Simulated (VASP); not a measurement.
Mo, 2 atoms in the cell. It takes space group Fd-3m (No. 227, cubic). Conventional cell: a = 5.329 Å, b = 5.329 Å, c = 5.329 Å, α = 90.00°, β = 90.00°, γ = 90.00°. Within 3.0 Å of Mo (site symmetry -43m) lie 4 Mo at 2.31 Å. 

| Property | Result |
| --- | --- |
| Program | VASP 6.6.1 |
| Task | single point |
| Functional | PBE |
| Potentials or basis | VASP PAW PBE potentials, release 64 (Mo_sv) |
| Cutoff | 520 eV |
| k mesh | 13 × 13 × 13 |
| Occupations | fermi-dirac, width 0.05 eV |
| Spin | no spin polarisation |
| Dipole correction | no |
| Further INCAR settings | ALGO = Normal; EDIFF = 1e-06; NBANDS = 21 |

Potentials or basis: VASP PAW PBE potentials, release 64 (Mo_sv).

The run is started by

```console
$ cat potpaw_PBE.64/Mo_sv/POTCAR > POTCAR
$ mpirun -np 1 vasp_std > vasp.out
```

Hardware: 1 thread of AMD EPYC 7R13 Processor (Zen 3), on a shared host.

Task: How long does it take, and how much memory?

Result: Run time: 63 s on 1 thread of AMD EPYC 7R13 Processor (Zen 3), on a shared host, peak memory 0.16 GiB. Counts: scf iterations 11, k points 84.
